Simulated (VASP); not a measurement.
# Ti5Al11 (P4mm) in VASP: single point with r2SCAN

Aim: the single point of Ti5Al11 with r2SCAN.

Program: VASP 6.6.1. These are calculated values, not measurements. Logs are shortened: lines on timing, memory, paths and dates and some standing lists are left out, and cuts for length are marked.

## Step 1: The cell of the first run

The structure is tetragonal, space group P4mm (No. 99). The conventional cell has a = 3.868 Å, b = 3.868 Å, c = 16.254 Å, α = 90.00°, β = 90.00°, γ = 90.00°. Ti (site symmetry 4mm) has 12 Al at 2.74 to 2.82 Å within 3.6 Å. Ti (site symmetry 4mm) has 12 Al at 2.74 to 2.87 Å within 3.6 Å. Ti (site symmetry 4mm) has 8 Al at 2.72 to 2.88 Å and 4 Ti at 2.74 Å within 3.6 Å. Ti (site symmetry 4mm) has 12 Al at 2.73 to 2.89 Å within 3.6 Å. Within 3.6 Å of Ti (site symmetry 4mm) lie 8 Al at 2.71 to 2.89 Å and 4 Ti at 2.74 Å. Within 3.6 Å of Al (site symmetry 2mm) lie 6 Ti at 2.72 to 2.89 Å and 6 Al at 2.74 to 2.82 Å. Al (site symmetry 2mm) has 4 Ti at 2.73 to 2.77 Å and 8 Al at 2.74 to 2.82 Å within 3.6 Å. Al (site symmetry 2mm) has 6 Ti at 2.71 to 2.88 Å and 6 Al at 2.74 to 2.79 Å within 3.6 Å.

## Step 2: Single point, r2SCAN (15.20 Å³/atom)

File POSCAR:

```
Ti5Al11
1.0
    3.8680502395      0.0000000000      0.0000000000
    0.0000000000      3.8680502395      0.0000000000
    0.0000000000      0.0000000000     16.2535236349
Ti Al
5 11
Direct
    0.5000000000      0.5000000000      0.3767616846
    0.0000000000      0.0000000000      0.8790755429
    0.0000000000      0.0000000000      0.1196582674
    0.5000000000      0.5000000000      0.6167807238
    0.5000000000      0.5000000000      0.1336862799
    0.5000000000      0.0000000000      0.0017774575
    0.0000000000      0.5000000000      0.4985200383
    0.5000000000      0.0000000000      0.4985200383
    0.0000000000      0.5000000000      0.0017774575
    0.0000000000      0.5000000000      0.2505639474
    0.5000000000      0.0000000000      0.7490124697
    0.5000000000      0.0000000000      0.2505639474
    0.0000000000      0.5000000000      0.7490124697
    0.0000000000      0.0000000000      0.6245485613
    0.0000000000      0.0000000000      0.3743567169
    0.5000000000      0.5000000000      0.8753853775
```

File INCAR.step1:

```
SYSTEM = Ti5Al11
PREC     = Accurate       ! precision mode
ENCUT    = 520            ! plane-wave cutoff, eV
ISMEAR   = 0              ! smearing method
SIGMA    = 0.1            ! smearing width, eV
LREAL    = Auto         
LASPH    = .TRUE.         ! aspherical terms in the spheres
NELM     = 60             ! most SCF steps
NBANDS   = 60             ! bands
GGA      = PE             ! functional
ALGO     = Normal         ! electronic algorithm
EDIFF    = 1E-4           ! SCF threshold, eV
LWAVE    = .TRUE.         ! write WAVECAR
LCHARG   = .FALSE.        ! write CHGCAR
```

File INCAR.step2:

```
SYSTEM = Ti5Al11
PREC     = Accurate       ! precision mode
ENCUT    = 520            ! plane-wave cutoff, eV
EDIFF    = 1E-6           ! SCF threshold, eV
ISMEAR   = 0              ! smearing method
SIGMA    = 0.1            ! smearing width, eV
LREAL    = Auto         
LASPH    = .TRUE.         ! aspherical terms in the spheres
NELM     = 60             ! most SCF steps
ALGO     = Normal         ! electronic algorithm
ISIF     = 2              ! what is computed and relaxed
LWAVE    = .FALSE.        ! write WAVECAR
LCHARG   = .FALSE.        ! write CHGCAR
METAGGA  = R2SCAN         ! meta-GGA
LMIXTAU  = .TRUE.       
NBANDS   = 60             ! bands
ISTART   = 1
```

File KPOINTS:

```
regular mesh
0
G
  10 10 4
  0 0 0
```

Potentials or basis: VASP PAW PBE potentials, release 64 (Ti_sv, Al).

The run is started by

```sh
> cat potpaw_PBE.64/Ti_sv/POTCAR potpaw_PBE.64/Al/POTCAR > POTCAR
> cp INCAR.step1 INCAR
> mpirun -np 1 vasp_std > vasp.out
> cp INCAR.step2 INCAR
> mpirun -np 1 vasp_std > vasp.out
```

OUTCAR:

```text
SYSTEM = Ti5Al11
   PREC = Accurate
   ENCUT = 520
   EDIFF = 1E-6
   ISMEAR = 0
   LREAL = Auto
   LASPH = .TRUE.
   NELM = 60
   ISIF = 2
   METAGGA = R2SCAN
   ISTART = 1

 ion  position               nearest neighbor table
   1  0.500  0.500  0.377-  15 2.74  15 2.74  15 2.74  15 2.74   8 2.77   7 2.77   7 2.77   8 2.77
                            12 2.82  10 2.82  12 2.82  10 2.82
   2  0.000  0.000  0.879-  16 2.74  16 2.74  16 2.74  16 2.74   9 2.78   6 2.78   6 2.78   9 2.78
                            13 2.87  11 2.87  13 2.87  11 2.87
   3  0.000  0.000  0.120-   6 2.72   9 2.72   9 2.72   6 2.72   5 2.74   5 2.74   5 2.74   5 2.74
                            10 2.88  12 2.88  12 2.88  10 2.88
   4  0.500  0.500  0.617-   7 2.73   8 2.73   8 2.73   7 2.73  14 2.74  14 2.74  14 2.74  14 2.74
                            13 2.89  13 2.89  11 2.89  11 2.89
   5  0.500  0.500  0.134-  10 2.71  12 2.71  12 2.71  10 2.71   3 2.74   3 2.74   3 2.74   3 2.74
                             6 2.89   9 2.89   6 2.89   9 2.89
   6  0.500  0.000  0.002-   3 2.72   3 2.72   9 2.74   9 2.74   9 2.74   9 2.74   2 2.78   2 2.78
                            16 2.82  16 2.82   5 2.89   5 2.89
   7  0.000  0.500  0.499-   4 2.73   4 2.73   8 2.74   8 2.74   8 2.74   8 2.74   1 2.77   1 2.77
                            15 2.80  15 2.80  14 2.82  14 2.82
   8  0.500  0.000  0.499-   4 2.73   4 2.73   7 2.74   7 2.74   7 2.74   7 2.74   1 2.77   1 2.77
                            15 2.80  15 2.80  14 2.82  14 2.82
   9  0.000  0.500  0.002-   3 2.72   3 2.72   6 2.74   6 2.74   6 2.74   6 2.74   2 2.78   2 2.78
                            16 2.82  16 2.82   5 2.89   5 2.89
  10  0.000  0.500  0.251-   5 2.71   5 2.71  12 2.74  12 2.74  12 2.74  12 2.74  15 2.79  15 2.79
                             1 2.82   1 2.82   3 2.88   3 2.88
  11  0.500  0.000  0.749-  13 2.74  13 2.74  13 2.74  13 2.74  14 2.80  14 2.80  16 2.82  16 2.82
                             2 2.87   2 2.87   4 2.89   4 2.89
  12  0.500  0.000  0.251-   5 2.71   5 2.71  10 2.74  10 2.74  10 2.74  10 2.74  15 2.79  15 2.79
                             1 2.82   1 2.82   3 2.88   3 2.88
  13  0.000  0.500  0.749-  11 2.74  11 2.74  11 2.74  11 2.74  14 2.80  14 2.80  16 2.82  16 2.82
                             2 2.87   2 2.87   4 2.89   4 2.89
  14  0.000  0.000  0.625-   4 2.74   4 2.74   4 2.74   4 2.74  13 2.80  13 2.80  11 2.80  11 2.80
                             7 2.82   8 2.82   7 2.82   8 2.82
  15  0.000  0.000  0.374-   1 2.74   1 2.74   1 2.74   1 2.74  10 2.79  12 2.79  12 2.79  10 2.79
                             7 2.80   8 2.80   7 2.80   8 2.80
  16  0.500  0.500  0.875-   2 2.74   2 2.74   2 2.74   2 2.74  11 2.82  13 2.82  13 2.82  11 2.82
                             6 2.82   9 2.82   6 2.82   9 2.82

  LATTYP: Found a simple tetragonal cell.
 ALAT       =     3.8680502395
 C/A-ratio  =     4.2019939320

  Lattice vectors:

 A1 = (   3.8680502395,   0.0000000000,   0.0000000000)
 A2 = (   0.0000000000,   3.8680502395,   0.0000000000)
 A3 = (   0.0000000000,   0.0000000000,  16.2535236349)

Analysis of symmetry for initial positions (statically):
=====================================================================
 Subroutine PRICEL returns:
 Original cell was already a primitive cell.

 Routine SETGRP: Setting up the symmetry group for a
 simple tetragonal supercell.

 Subroutine GETGRP returns: Found  8 space group operations
 (whereof  8 operations were pure point group operations)
 out of a pool of 16 trial point group operations.

The static configuration has the point symmetry C_4v.

Analysis of symmetry for dynamics (positions and initial velocities):
=====================================================================
 Subroutine PRICEL returns:
 Original cell was already a primitive cell.

 Routine SETGRP: Setting up the symmetry group for a
 simple tetragonal supercell.

 Subroutine GETGRP returns: Found  8 space group operations
 (whereof  8 operations were pure point group operations)
 out of a pool of 16 trial point group operations.

The dynamic configuration has the point symmetry C_4v.

 Subroutine INISYM returns: Found  8 space group operations
 (whereof  8 operations are pure point group operations),
 and found     1 'primitive' translations

----------------------------------------------------------------------------------------

                                     Primitive cell

  volume of cell :     243.1822

  direct lattice vectors                    reciprocal lattice vectors
     3.868050240  0.000000000  0.000000000     0.258528183  0.000000000  0.000000000
     0.000000000  3.868050240  0.000000000     0.000000000  0.258528183  0.000000000
     0.000000000  0.000000000 16.253523635     0.000000000  0.000000000  0.061525120

  length of vectors
     3.868050240  3.868050240 16.253523635     0.258528183  0.258528183  0.061525120
[... 52 lines left out ...]

  Length of vectors
     0.025852818  0.025852818  0.015381280

  Shift w.r.t. Gamma in fractional coordinates (k-lattice)
     0.000000000  0.000000000  0.000000000

 Subroutine IBZKPT returns following result:
 ===========================================

 Found     63 irreducible k-points:

 Following reciprocal coordinates:
            Coordinates               Weight
  0.000000  0.000000  0.000000      1.000000
  0.100000  0.000000  0.000000      4.000000
  0.200000  0.000000  0.000000      4.000000
  0.300000  0.000000  0.000000      4.000000
  0.400000  0.000000  0.000000      4.000000
  0.500000  0.000000  0.000000      2.000000
[... 16 lines left out ...]
  0.100000  0.000000  0.250000      8.000000
  0.200000  0.000000  0.250000      8.000000
 [... further k-points ...]
   k-points           NKPTS =     63   k-points in BZ     NKDIM =     63   number of bands    NBANDS=     60
   number of dos      NEDOS =    301   number of ions     NIONS =     16
   total plane-waves  NPLWV = 113400
   dimension x,y,z NGX =    30 NGY =   30 NGZ =  126
   dimension x,y,z NGXF=    60 NGYF=   60 NGZF=  252
   ions per type =               5  11
   NGX,Y,Z   is equivalent  to a cutoff of  12.89, 12.89, 12.89 a.u.
   NGXF,Y,Z  is equivalent  to a cutoff of  25.79, 25.79, 25.78 a.u.
 SYSTEM =  Ti5Al11
   PREC   = accura    normal or accurate (medium, high low for compatibility)
   ISTART =      1    job   : 0-new  1-cont  2-samecut
   ICHARG =      0    charge: 1-file 2-atom 10-const
   ISPIN  =      1    spin polarized calculation?
   LNONCOLLINEAR =      F non collinear calculations
   LSORBIT =      F    spin-orbit coupling
   LASPH  =      T    aspherical Exc in radial PAW
   ENCUT  =  520.0 eV  38.22 Ry    6.18 a.u.   7.19  7.19 30.22*2*pi/ulx,y,z
   NELM   =     60;   NELMIN=  2; NELMDL=  0     # of ELM steps
   EDIFF  = 0.1E-05   stopping-criterion for ELM
   LREAL  =      T    real-space projection
   EDIFFG = 0.1E-04   stopping-criterion for IOM
   NSW    =      0    number of steps for IOM
   IBRION =     -1    ionic relax: 0-MD 1-quasi-New 2-CG
   NFREE  =      0    steps in history (QN), initial steepest desc. (CG)
   ISIF   =      2    stress and relaxation
   ISYM   =      2    0-nonsym 1-usesym 2-fastsym
   POTIM  = 0.5000    time-step for ionic-motion
   TEBEG  =    0.0;   TEEND  =   0.0 temperature during run
   PSTRESS=    0.0 pullay stress
   NELECT =      93.0000    total number of electrons
   NUPDOWN=      -1.0000    fix difference up-down
   EMIN   =  10.00;   EMAX   =-10.00  energy-range for DOS
   EFERMI =   0.00;   METHOD = LEGACY
   ISMEAR =     0;   SIGMA  =   0.10  broadening in eV -4-tet -1-fermi 0-gaus
   EFERMI_NEDOS =   21; number of points for ismear=-14 and -15
   IALGO  =     38    algorithm
   IMIX   =      4    mixing-type and parameters
     AMIX     =   0.40;   BMIX     =  1.00
     AMIX_MAG =   1.60;   BMIX_MAG =  1.00
  volume/ion in A,a.u.               =      15.20       102.57
  Fermi-wavevector in a.u.,A,eV,Ry     =   1.188298  2.245557 19.212124  1.412051
  Thomas-Fermi vector in A             =   2.324430
   LORBIT       =      0    0 simple, 1 ext, 2 COOP (PROOUT), +10 PAW based schemes
   METAGGA = R2SCAN    functional components
   LHFCALC =     F    Hartree Fock is set to
   AEXX    =    0.0000 exact exchange contribution
   IVDW    =     0    specifies the selected vdW correction
   LEPSILON=     F    determine dielectric tensor
   LRPA    =     F    only Hartree local field effects (RPA)
 non-spin polarized calculation
 Gauss-broadening in eV      SIGMA  =   0.10
  energy-cutoff  :      520.00
  volume of cell :      243.18
 maximum number of plane-waves:      6588
 NGX is ok and might be reduce to    30
   NGX = 15   NGY = 15   NGZ = 61

 number of electron      93.0000013 magnetization

 Free energy of the ion-electron system (eV)
  ---------------------------------------------------
  ext. energy  EPLUGINS =         0.00000000
  ---------------------------------------------------
  free energy    TOTEN  =      -146.03087024 eV

  energy without entropy =     -146.00251934  energy(sigma->0) =     -146.01669479

 E-fermi :   9.0546     XC(G=0): -11.7892

 val. band max:        9.0512580042   @ k =   0.5000   0.2000   0.0000
 cond. band min:       9.0571585537   @ k =   0.3000   0.1000   0.2500
 fundamental gap:      0.0059005496
 Fermi energy:         9.0546209174

 k-point     1 :       0.0000    0.0000    0.0000
  band No.  band energies     occupation
      1     -50.1233      2.00000
      2     -49.9516      2.00000
      3     -49.8934      2.00000
      4     -49.7651      2.00000
      5     -49.5975      2.00000
      6     -25.4218      2.00000
[... 1453 lines left out ...]
     57      11.1126      0.00000
     58      11.1181      0.00000

 [... further k-points ...]

 [bands above 58 left out]

------------------------ aborting loop because EDIFF is reached ----------------------------------------

  FORCE on cell =-STRESS in cart. coord.  units (eV):
  Direction    XX          YY          ZZ          XY          YZ          ZX
  --------------------------------------------------------------------------------------
  -------------------------------------------------------------------------------------
  Total        5.7559544      5.7559544      5.6542594      0.0000000      0.0000000      0.0000000
  in kB       37.9224324     37.9224324     37.2524270      0.0000000      0.0000000      0.0000000
  external PRESSURE =      37.6990972 kB  Pullay stress =       0.0000000 kB

 VOLUME and BASIS-vectors are now :
 -----------------------------------------------------------------------------
  energy-cutoff  :      520.00
  volume of cell :      243.18
      direct lattice vectors                 reciprocal lattice vectors
     3.868050240  0.000000000  0.000000000     0.258528183  0.000000000  0.000000000
     0.000000000  3.868050240  0.000000000     0.000000000  0.258528183  0.000000000
     0.000000000  0.000000000 16.253523635     0.000000000  0.000000000  0.061525120

 POSITION                                       TOTAL-FORCE (eV/Angst)
 -----------------------------------------------------------------------------------
      1.93403      1.93403      6.12370         0.000000      0.000000     -0.019040
      0.00000      0.00000     14.28808         0.000000      0.000000     -0.001398
      0.00000      0.00000      1.94487        -0.000000      0.000000      0.011359
      1.93403      1.93403     10.02486        -0.000000      0.000000     -0.003516
      1.93403      1.93403      2.17287        -0.000000     -0.000000     -0.000411
      1.93403      0.00000      0.02889        -0.000000      0.000000     -0.013436
[... 8 lines left out ...]
      0.00000      0.00000      6.08462        -0.000000      0.000000     -0.000957
      1.93403      1.93403     14.22810        -0.000000     -0.000000     -0.003829
 -----------------------------------------------------------------------------------
    total drift:                                0.000000      0.000000     -0.014246

  FREE ENERGIE OF THE ION-ELECTRON SYSTEM (eV)
  ---------------------------------------------------
  free  energy   TOTEN  =      -146.0308702363 eV

  energy  without entropy=     -146.0025193406  energy(sigma->0) =     -146.01669479
```

Wall time 2 h (1 thread of Oxide Virtual Turin-like, shared host); peak memory 0.69 GiB.

What came out:

| Property | Result |
| --- | --- |
| Free energy | -146.0309 eV |
| Pressure | 3.8 GPa |
| Largest force | 0.023 eV/Å |
| Band gap on the k mesh | zero (an odd number of electrons rules out a gap without spin polarisation) |

Forces in eV/Å, atoms in the order of the input:
```
Ti   0.000  0.000 -0.019
Ti   0.000  0.000 -0.001
Ti   0.000  0.000  0.011
Ti   0.000  0.000 -0.004
Ti   0.000  0.000  0.000
Al   0.000  0.000 -0.013
Al   0.000  0.000 -0.001
Al   0.000  0.000 -0.001
Al   0.000  0.000 -0.013
Al   0.000  0.000  0.023
Al   0.000  0.000 -0.005
Al   0.000  0.000  0.023
Al   0.000  0.000 -0.005
Al   0.000  0.000  0.009
Al   0.000  0.000 -0.001
Al   0.000  0.000 -0.004
```

Levels at points of the mesh, in eV from the Fermi level:
```
           k point  band 43  band 44  band 45  band 46  band 47  band 48  band 49  band 50
(0.00, 0.00, 0.00)    -0.91    -0.31     0.22     0.22     0.22     0.40     0.60     0.66
(0.50, 0.00, 0.00)    -0.48    -0.18    -0.07    -0.06     0.60     0.68     0.69     0.71
(0.50, 0.50, 0.00)    -1.62    -1.62    -1.42    -1.42    -1.16    -0.44    -0.38     1.11
(0.00, 0.00, 0.50)    -0.95    -0.46     0.26     0.26     0.30     0.40     0.55     0.55
(0.50, 0.00, 0.50)    -0.44    -0.32    -0.13     0.08     0.63     0.67     0.69     0.70
(0.50, 0.50, 0.50)    -1.89    -1.89    -1.50    -1.29    -1.29    -0.55    -0.21     0.95
```

Caveat: the cell stands under pressure; the PAW data sets were made with another functional, which shifts forces and pressure a little.
